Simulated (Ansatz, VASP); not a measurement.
**Sn in VASP and in Ansatz**

Contents of POSCAR:

```
Sn
1.0
   -1.7492592239      1.7989121400      2.3691131866
    1.7492592239     -1.7989121400      2.3691131866
    1.7492592239      1.7989121400     -2.3691131866
Sn
1
Direct
    0.0000000000      0.0000000000      0.0000000000
```

INCAR.step1

```
SYSTEM = Sn
ALGO = Normal ; EDIFF = 1E-5
ENCUT = 520 ; GGA = PE
ISIF = 2 ; ISMEAR = -1
LASPH = .True. ; LREAL = .False.
LWAVE = .True. ; NBANDS = 13
NELM = 100 ; PREC = Accurate
SIGMA = 0.05
```

File INCAR.step2:

```
SYSTEM = Sn
AEXX = 0.25 ; ALGO = Normal
EDIFF = 1E-7 ; ENCUT = 520
GGA = PE ; ISIF = 2
ISMEAR = -1 ; ISTART = 1
LASPH = .True. ; LCHARG = .True.
LELF = .True. ; LHFCALC = .True.
LREAL = .False. ; LVHAR = .True.
LWAVE = .False. ; NBANDS = 13
NELM = 100 ; PREC = Accurate
PRECFOCK = Normal ; SIGMA = 0.05
```

File KPOINTS:

```
k-points
0
Gamma
  6 6 6
  0 0 0
```

input.yaml

```yaml
crystal:
  lattice:
    - [-1.7492592239, 1.79891214, 2.3691131866]
    - [1.7492592239, -1.79891214, 2.3691131866]
    - [1.7492592239, 1.79891214, -2.3691131866]
  atoms:
    - { symbol: Sn, position: [0.0, 0.0, 0.0] }
hamiltonian:
  xc: pbe0
  pseudopotentials: { kind: paw }
kpoints:
  mp_grid: { grid: [6, 6, 6] }
scf:
  occupations: { method: fermi_dirac, width: 0.05 }
output:
  forces: true
  stress: true
  eigenvalues: true
```

Alike in both runs: task single point; functional PBE0; k mesh 6 × 6 × 6; occupations fermi-dirac, width 0.05 eV; no spin polarisation.

|  | VASP | Ansatz |
| --- | --- | --- |
| version | VASP 6.6.1 | Ansatz 0.2.0 |
| potentials or method | VASP PAW PBE potentials, release 64 (Sn_d) | Ansatz PAW |
| plane-wave cutoff (eV) | 520 | 420 |
| valence electrons in the cell | 14 | 14 |

```csv
,VASP,Ansatz,Ansatz less VASP
gap on the k mesh at the Fermi level (eV),none,none,-
pressure (GPa),-3.0,-2.9,+0.12
"traceless stress, the component that is largest in VASP (GPa)",2.39,2.41,+0.013
```

A gap of «none» marks a metal or a gap that the smearing closes.

The k mesh is coarse, so the values compare programs but aren't converged.
